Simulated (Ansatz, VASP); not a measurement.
# RbBr in VASP and in Ansatz

File POSCAR:

```
RbBr
1.0
   -0.0588163523      3.8694968646      3.8694968646
    3.8694968646     -0.0588163523      3.8694968646
    3.8106805123      3.8106805123      0.0000000000
Rb Br
1 1
Direct
   -0.0034033722     -0.0034033722      0.0034033722
    0.2534033722      0.2534033722      0.2465966278
```

The input INCAR.step1:

```
ALGO = Normal
EDIFF = 1E-4
ENCUT = 520
GGA = PE
ISMEAR = 0
LASPH = T
LCHARG = F
LREAL = F
LWAVE = T
NBANDS = 15
NELM = 100
PREC = Accurate
SIGMA = 0.01
```

Contents of INCAR.step2:

```
ALGO = Normal
EDIFF = 1E-7
ENCUT = 520
ISIF = 2
ISMEAR = 0
ISTART = 1
LASPH = T
LCHARG = F
LMIXTAU = T
LREAL = F
LWAVE = F
METAGGA = R2SCAN
NBANDS = 15
NELM = 100
PREC = Accurate
SIGMA = 0.01
```

The input KPOINTS:

```
k-points
0
Gamma
  6 6 6
```

Input for Ansatz:

```yaml
crystal:
  lattice:
    - [-0.0588163523, 3.8694968646, 3.8694968646]
    - [3.8694968646, -0.0588163523, 3.8694968646]
    - [3.8106805123, 3.8106805123, 0.0]
  atoms:
    - { symbol: Rb, position: [-0.0034033722, -0.0034033722, 0.0034033722] }
    - { symbol: Br, position: [0.2534033722, 0.2534033722, 0.2465966278] }
kpoints:
  mp_grid: { grid: [6, 6, 6] }
  band_path:
    path:
      - [0.0, 0.0, 0.0]
      - [-0.5, -0.5, 0.0]
      - [-0.375, -0.375, 0.25]
      - [-0.375, 0.0, 0.375]
      - [0.0, 0.0, 0.5]
      - [-0.5, -0.25, 0.25]
    npoints: 1
hamiltonian:
  xc: r2scan
scf:
  occupations: { method: fixed }
  n_extra_bands: 4
output:
  forces: true
  stress: true
  eigenvalues: true
```

Change from the starting cell: shear_xy strain -3.0%.

Alike in both runs: task single point; functional r2SCAN; k mesh 6 × 6 × 6; no spin polarisation.

|  | VASP | Ansatz |
| --- | --- | --- |
| version | VASP 6.6.1 | Ansatz 0.2.0 |
| potentials or method | VASP PAW PBE potentials, release 64 (Rb_sv, Br) | plane waves, PAW |
| plane-wave cutoff (eV) | 520 | 500 |
| occupations | gaussian, width 0.01 eV | fixed |
| valence electrons in the cell | 16 | 16 |

```csv
,VASP,Ansatz,Ansatz less VASP
gap on the k mesh at the Fermi level (eV),4.63,4.63,0.000
pressure (GPa),0.0,0.0,-0.01
"traceless stress, the component that is largest in VASP (GPa)",0.06,0.06,0.000
```

VASP's potentials were made for PBE, not for r2SCAN.
